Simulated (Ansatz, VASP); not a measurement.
BaZrO3: VASP beside Ansatz

The input INCAR:

```
PREC = Accurate
ENCUT = 520
EDIFF = 1E-6
ISMEAR = 0
SIGMA = 0.05
LREAL = False
LASPH = True
NELM = 60
ALGO = Normal
ISIF = 2
LWAVE = False
LCHARG = False
GGA = PE
NBANDS = 28
```

Contents of KPOINTS:

```
regular mesh
0
Gamma
  8 8 8
```

POSCAR

```
BaZrO3
1.0
    4.2283851526      0.0000000000      0.0000000000
    0.0000000000      4.2283851526      0.0000000000
    0.0000000000      0.0000000000      4.2283851526
Ba Zr O
1 1 3
Direct
    0.0000000000      0.0000000000      0.0000000000
    0.5000000000      0.5000000000      0.5000000000
    0.0000000000      0.5000000000      0.5000000000
    0.5000000000      0.5000000000      0.0000000000
    0.5000000000      0.0000000000      0.5000000000
```

Input for Ansatz:

```yaml
crystal:
  lattice:
    - [4.2283851526, 0.0, 0.0]
    - [0.0, 4.2283851526, 0.0]
    - [0.0, 0.0, 4.2283851526]
  atoms:
    - { symbol: Ba, position: [0.0, 0.0, 0.0] }
    - { symbol: Zr, position: [0.5, 0.5, 0.5] }
    - { symbol: O, position: [0.0, 0.5, 0.5] }
    - { symbol: O, position: [0.5, 0.5, 0.0] }
    - { symbol: O, position: [0.5, 0.0, 0.5] }
basis:
  ecutwfc: 420
  ecutrho_ratio: 4
kpoints:
  mp_grid: { grid: [8, 8, 8] }
hamiltonian:
  xc: pbe
scf:
  occupations: { method: gaussian, width: 0.05 }
output:
  forces: true
  stress: true
  eigenvalues: true
```

Alike in both runs: task single point; functional PBE; k mesh 8 × 8 × 8; occupations gaussian, width 0.05 eV; no spin polarisation.

|  | VASP | Ansatz |
| --- | --- | --- |
| version | VASP 6.6.1 | Ansatz 0.2.0 |
| potentials or method | VASP PAW PBE potentials, release 64 (Ba_sv, Zr_sv, O), cutoff 520 eV | scalar-relativistic, plane waves, PAW |
| valence electrons in the cell | 40 | 40 |

VASP gave:

| Item | Value |
| --- | --- |
| gap on the k mesh at the Fermi level (eV) | 3.13 |
| least direct gap on the mesh (eV) | 3.38 |
| pressure (GPa) | 0.8 |

**Question.** Which values does Ansatz return?

**Answer.** gap on the k mesh at the Fermi level (eV): 3.18; least direct gap on the mesh (eV): 3.40; pressure (GPa): -0.1.

Neither program's run includes spin-orbit coupling.
